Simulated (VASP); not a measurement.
# TeO (P6mm) in VASP: a series of runs

The runs below take TeO through single point, relaxation of cell and atoms, with PBE.

Program: VASP 6.6.1. These are calculated values, not measurements. Logs are shortened: lines on timing, memory, paths and dates and some standing lists are left out, and cuts for length are marked.

## 1. The cell of the first run

Symmetry: P6mm, No. 183, hexagonal system. Conventional cell: a = 3.400 Å, b = 3.400 Å, c = 4.240 Å, α = 90.00°, β = 90.00°, γ = 120.00°. Te (site symmetry 6mm) has 2 O at 1.89 to 2.35 Å within 2.5 Å. Within 2.5 Å of O (site symmetry 6mm) lie 2 Te at 1.89 to 2.35 Å.

## 2. Single point, PBE

Input file INCAR:

```
SYSTEM = TeO
PREC = Accurate ; ENCUT = 520
EDIFF = 1E-6 ; ISMEAR = 0
SIGMA = 0.1 ; LREAL = .False.
LASPH = .True. ; NELM = 80
ALGO = Normal ; ISIF = 2
LWAVE = .False. ; LCHARG = .False.
GGA = PE ; NBANDS = 13
```

Input file KPOINTS:

```
regular mesh
0
Gamma
  6 6 4
  0 0 0
```

Input file POSCAR:

```
TeO
1.0
    3.3997589261      0.0000000029      0.0000000000
   -1.6998794656      2.9442775953      0.0000000000
    0.0000000000      0.0000000000      4.2395864708
Te O
1 1
Direct
    0.0000000000      0.0000000000      0.2726960952
    0.0000000000      0.0000000000      0.8272165148
```

Potentials or basis: VASP PAW PBE potentials, release 64 (Te, O).

On the command line:

```bash
$ cat potpaw_PBE.64/Te/POTCAR potpaw_PBE.64/O/POTCAR > POTCAR
$ mpirun -np 1 vasp_std > vasp.out
```

OUTCAR:

```text
SYSTEM = TeO
   PREC = Accurate
   ENCUT = 520
   EDIFF = 1E-6
   ISMEAR = 0
   LREAL = .False.
   LASPH = .True.
   NELM = 80
   ISIF = 2
   GGA = PE

 ion  position               nearest neighbor table
   1  0.000  0.000  0.273-   2 1.89   2 2.35
   2  0.000  0.000  0.827-   1 1.89   1 2.35

  LATTYP: Found a hexagonal cell.
 ALAT       =     3.3997589261
 C/A-ratio  =     1.2470256165

  Lattice vectors:

 A1 = (   3.3997589261,   0.0000000029,   0.0000000000)
 A2 = (  -1.6998794656,   2.9442775953,   0.0000000000)
 A3 = (   0.0000000000,   0.0000000000,   4.2395864708)

Analysis of symmetry for initial positions (statically):
=====================================================================
 Subroutine PRICEL returns:
 Original cell was already a primitive cell.

 Routine SETGRP: Setting up the symmetry group for a
 hexagonal supercell.

 Subroutine GETGRP returns: Found 12 space group operations
 (whereof 12 operations were pure point group operations)
 out of a pool of 24 trial point group operations.

The static configuration has the point symmetry C_6v.

Analysis of symmetry for dynamics (positions and initial velocities):
=====================================================================
 Subroutine PRICEL returns:
 Original cell was already a primitive cell.

 Routine SETGRP: Setting up the symmetry group for a
 hexagonal supercell.

 Subroutine GETGRP returns: Found 12 space group operations
 (whereof 12 operations were pure point group operations)
 out of a pool of 24 trial point group operations.

The dynamic configuration has the point symmetry C_6v.

 Subroutine INISYM returns: Found 12 space group operations
 (whereof 12 operations are pure point group operations),
 and found     1 'primitive' translations

----------------------------------------------------------------------------------------

                                     Primitive cell

  volume of cell :      42.4376

  direct lattice vectors                    reciprocal lattice vectors
     3.399758926  0.000000003  0.000000000     0.294138503  0.169820944  0.000000000
    -1.699879466  2.944277595  0.000000000    -0.000000000  0.339641887  0.000000000
     0.000000000  0.000000000  4.239586471     0.000000000  0.000000000  0.235872061

  length of vectors
     3.399758926  3.399758926  4.239586471     0.339641887  0.339641887  0.235872061

  position of ions in fractional coordinates (direct lattice)
     0.000000000  0.000000000  0.272696095
     0.000000000  0.000000000  0.827216515

  ion indices of the primitive-cell ions
   primitive index   ion index
                 1           1
                 2           2

----------------------------------------------------------------------------------------

 KPOINTS: regular mesh

Automatic generation of k-mesh.
 Grid dimensions read from file:
 generate k-points for:    6    6    4

 Generating k-lattice:

  Cartesian coordinates                     Fractional coordinates (reciprocal lattice)
     0.049023084  0.028303491  0.000000000     0.166666667  0.000000000  0.000000000
    -0.000000000  0.056606981  0.000000000     0.000000000  0.166666667  0.000000000
     0.000000000  0.000000000  0.058968015     0.000000000  0.000000000  0.250000000

  Length of vectors
     0.056606981  0.056606981  0.058968015

  Shift w.r.t. Gamma in fractional coordinates (k-lattice)
     0.000000000  0.000000000  0.000000000

 Subroutine IBZKPT returns following result:
 ===========================================

 Found     21 irreducible k-points:

 Following reciprocal coordinates:
            Coordinates               Weight
  0.000000  0.000000  0.000000      1.000000
  0.166667  0.000000  0.000000      6.000000
  0.333333  0.000000  0.000000      6.000000
  0.500000  0.000000  0.000000      3.000000
  0.166667  0.166667  0.000000      6.000000
  0.333333  0.166667  0.000000     12.000000
[... 13 lines left out ...]
  0.333333  0.166667  0.500000     12.000000
  0.333333  0.333333  0.500000      2.000000
   k-points           NKPTS =     21   k-points in BZ     NKDIM =     21   number of bands    NBANDS=     13
   number of dos      NEDOS =    301   number of ions     NIONS =      2
   total plane-waves  NPLWV =  25088
   dimension x,y,z NGX =    28 NGY =   28 NGZ =   32
   dimension x,y,z NGXF=    56 NGYF=   56 NGZF=   64
   ions per type =               1   1
   NGX,Y,Z   is equivalent  to a cutoff of  13.69, 13.69, 12.55 a.u.
   NGXF,Y,Z  is equivalent  to a cutoff of  27.38, 27.38, 25.10 a.u.
 SYSTEM =  TeO
   PREC   = accura    normal or accurate (medium, high low for compatibility)
   ISTART =      0    job   : 0-new  1-cont  2-samecut
   ICHARG =      2    charge: 1-file 2-atom 10-const
   ISPIN  =      1    spin polarized calculation?
   LNONCOLLINEAR =      F non collinear calculations
   LSORBIT =      F    spin-orbit coupling
   LASPH  =      T    aspherical Exc in radial PAW
   ENCUT  =  520.0 eV  38.22 Ry    6.18 a.u.   6.32  6.32  7.88*2*pi/ulx,y,z
   NELM   =     80;   NELMIN=  2; NELMDL= -5     # of ELM steps
   EDIFF  = 0.1E-05   stopping-criterion for ELM
   LREAL  =      F    real-space projection
   EDIFFG = 0.1E-04   stopping-criterion for IOM
   NSW    =      0    number of steps for IOM
   IBRION =     -1    ionic relax: 0-MD 1-quasi-New 2-CG
   NFREE  =      0    steps in history (QN), initial steepest desc. (CG)
   ISIF   =      2    stress and relaxation
   ISYM   =      2    0-nonsym 1-usesym 2-fastsym
   POTIM  = 0.5000    time-step for ionic-motion
   TEBEG  =    0.0;   TEEND  =   0.0 temperature during run
   PSTRESS=    0.0 pullay stress
   NELECT =      12.0000    total number of electrons
   NUPDOWN=      -1.0000    fix difference up-down
   EMIN   =  10.00;   EMAX   =-10.00  energy-range for DOS
   EFERMI =   0.00;   METHOD = LEGACY
   ISMEAR =     0;   SIGMA  =   0.10  broadening in eV -4-tet -1-fermi 0-gaus
   EFERMI_NEDOS =   21; number of points for ismear=-14 and -15
   IALGO  =     38    algorithm
   IMIX   =      4    mixing-type and parameters
     AMIX     =   0.40;   BMIX     =  1.00
     AMIX_MAG =   1.60;   BMIX_MAG =  1.00
  volume/ion in A,a.u.               =      21.22       143.19
  Fermi-wavevector in a.u.,A,eV,Ry     =   1.074530  2.030567 15.709480  1.154614
  Thomas-Fermi vector in A             =   2.210361
   LORBIT       =      0    0 simple, 1 ext, 2 COOP (PROOUT), +10 PAW based schemes
   GGA     = PE    functional components
   LHFCALC =     F    Hartree Fock is set to
   AEXX    =    0.0000 exact exchange contribution
   IVDW    =     0    specifies the selected vdW correction
   LEPSILON=     F    determine dielectric tensor
   LRPA    =     F    only Hartree local field effects (RPA)
 non-spin polarized calculation
 Gauss-broadening in eV      SIGMA  =   0.10
  energy-cutoff  :      520.00
  volume of cell :       42.44
 maximum number of plane-waves:      1162
 NGX is ok and might be reduce to    28
   NGX = 13   NGY = 13   NGZ = 15

 number of electron      11.9999995 magnetization

 Free energy of the ion-electron system (eV)
  ---------------------------------------------------
  ext. energy  EPLUGINS =         0.00000000
  ---------------------------------------------------
  free energy    TOTEN  =        -8.71239085 eV

  energy without entropy =       -8.70273202  energy(sigma->0) =       -8.70756144

 E-fermi :   4.7355     XC(G=0):  -9.3018

 val. band max:        4.7220262170   @ k =   0.3333   0.1667   0.2500
 cond. band min:       4.8663522276   @ k =   0.1667   0.1667   0.0000
 fundamental gap:      0.1443260106
 Fermi energy:         4.7354557423

 k-point     1 :       0.0000    0.0000    0.0000
  band No.  band energies     occupation
      1     -13.9405      2.00000
      2      -6.1844      2.00000
      3      -2.0500      2.00000
      4       2.4825      2.00000
      5       2.4825      2.00000
      6       8.3191      0.00000
      7       8.3191      0.00000
      8       9.2592      0.00000
      9      11.9391      0.00000
     10      14.4615      0.00000
     11      14.4615      0.00000
     12      16.0761      0.00000
     13      16.0857      0.00000

 k-point     2 :       0.1667    0.0000    0.0000
  band No.  band energies     occupation
      1     -13.8492      2.00000
      2      -5.8625      2.00000
      3      -1.9246      2.00000
      4       1.8210      2.00000
      5       2.3411      2.00000
      6       6.2972      0.00000
      7       7.7205      0.00000
      8       9.7158      0.00000
      9      12.1445      0.00000
     10      13.4948      0.00000
     11      15.8913      0.00000
     12      16.8455      0.00000
     13      17.8170      0.00000

 k-point     3 :       0.3333    0.0000    0.0000
  band No.  band energies     occupation
      1     -13.6614      2.00000
      2      -4.9523      2.00000
      3      -1.6585      2.00000
      4       0.1171      2.00000
      5       2.0586      2.00000
      6       4.2037      2.00000
      7       6.8979      0.00000
      8      10.2056      0.00000
      9      11.1008      0.00000
     10      14.0313      0.00000
     11      15.6058      0.00000
     12      17.8088      0.00000
     13      19.2313      0.00000
[... 257 lines left out ...]
 k-point    20 :       0.3333    0.1667    0.5000
  band No.  band energies     occupation
      1     -13.3810      2.00000
      2      -6.4796      2.00000
      3       0.1893      2.00000
      4       2.0695      2.00000
      5       2.1246      2.00000
      6       3.3981      2.00000
      7       4.1464      2.00000
      8       8.0837      0.00000
      9      12.9893      0.00000
     10      13.6842      0.00000
     11      14.3423      0.00000
     12      18.9219      0.00000
     13      20.0608      0.00000

 k-point    21 :       0.3333    0.3333    0.5000
  band No.  band energies     occupation
      1     -13.3478      2.00000
      2      -6.1714      2.00000
      3       0.8491      2.00000
      4       0.8491      2.00000
      5       2.4948      2.00000
      6       2.4948      2.00000
      7       3.6005      2.00000
      8       8.6097      0.00000
      9      13.1549      0.00000
     10      13.1549      0.00000
     11      17.4586      0.00000
     12      17.4586      0.00000
     13      20.5899      0.00000

------------------------ aborting loop because EDIFF is reached ----------------------------------------

  FORCE on cell =-STRESS in cart. coord.  units (eV):
  Direction    XX          YY          ZZ          XY          YZ          ZX
  --------------------------------------------------------------------------------------
  -------------------------------------------------------------------------------------
  Total       -0.0498113     -0.0498113      0.0121078      0.0000000      0.0000000      0.0000000
  in kB       -1.8805648     -1.8805648      0.4571159      0.0000000      0.0000000      0.0000000
  external PRESSURE =      -1.1013379 kB  Pullay stress =       0.0000000 kB

 VOLUME and BASIS-vectors are now :
 -----------------------------------------------------------------------------
  energy-cutoff  :      520.00
  volume of cell :       42.44
      direct lattice vectors                 reciprocal lattice vectors
     3.399758926  0.000000003  0.000000000     0.294138503  0.169820944  0.000000000
    -1.699879466  2.944277595  0.000000000    -0.000000000  0.339641887  0.000000000
     0.000000000  0.000000000  4.239586471     0.000000000  0.000000000  0.235872061

 POSITION                                       TOTAL-FORCE (eV/Angst)
 -----------------------------------------------------------------------------------
      0.00000      0.00000      1.15612        -0.000000     -0.000000      0.106872
      0.00000      0.00000      3.50706         0.000000      0.000000     -0.106872
 -----------------------------------------------------------------------------------
    total drift:                                0.000000      0.000000     -0.000109

  FREE ENERGIE OF THE ION-ELECTRON SYSTEM (eV)
  ---------------------------------------------------
  free  energy   TOTEN  =        -8.7123908518 eV

  energy  without entropy=       -8.7027320207  energy(sigma->0) =       -8.70756144
```

It took 16 s on 1 thread of AMD EPYC 7R43 (Zen 3), shared host; peak memory 0.13 GiB.

What came out:

```yaml
Free_energy: -8.7124 eV
Pressure: -0.1 GPa
Largest_force: 0.107 eV/Å
Band_gap_on_the_k_mesh: zero (band 6 reaches 8.32 eV, above the bottom of band 7 at 3.40 eV)
```

Forces in eV/Å, atoms in the order of the input:
```
Te   0.000  0.000  0.107
O    0.000  0.000 -0.107
```

Stress tensor (GPa, compression positive):
```
-0.19  0.00  0.00
 0.00 -0.19  0.00
 0.00  0.00  0.05
```

Caveat: the k points lie up to 0.37 Å⁻¹ apart; spin-orbit coupling is left out, which moves the levels of the heavy elements.

(Continued in part 2 of 2.)
